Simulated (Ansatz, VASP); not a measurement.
**H in VASP and in Ansatz**

```
H
1.0
     5.43260    0.00000    0.00000
    -2.71630    4.70477    0.00000
     0.00000    0.00000    4.35190
H
2
Direct
  0.33333 0.66667 0.25000
  0.66667 0.33333 0.75000
```

Alike in both runs: task single point; functional PBE; k mesh 6 × 6 × 6; occupations gaussian, width 0.05 eV; collinear spin.

|  | VASP | Ansatz |
| --- | --- | --- |
| version | VASP 6.6.1 | Ansatz 0.2.0 |
| potentials or method | VASP PAW PBE potentials, release 64 (H), cutoff 520 eV | scalar-relativistic, plane waves, PAW |
| valence electrons in the cell | 2 | 2 |

```tsv
	VASP	Ansatz	Ansatz less VASP
gap on the k mesh at the Fermi level (eV)	6.79	6.79	+0.001
least direct gap on the mesh (eV)	7.24	7.24	+0.001
pressure (GPa)	0.0	0.0	+0.03
net moment per atom (μB)	1.00	1.00	0.000
size of the moment on the site where the two differ most (μB)	0.38	0.95	+0.570
```

Site moments also hang on the region over which each program counts them. Ansatz's warnings: nearly empty spin channel levels not settled, published levels not confirmed.
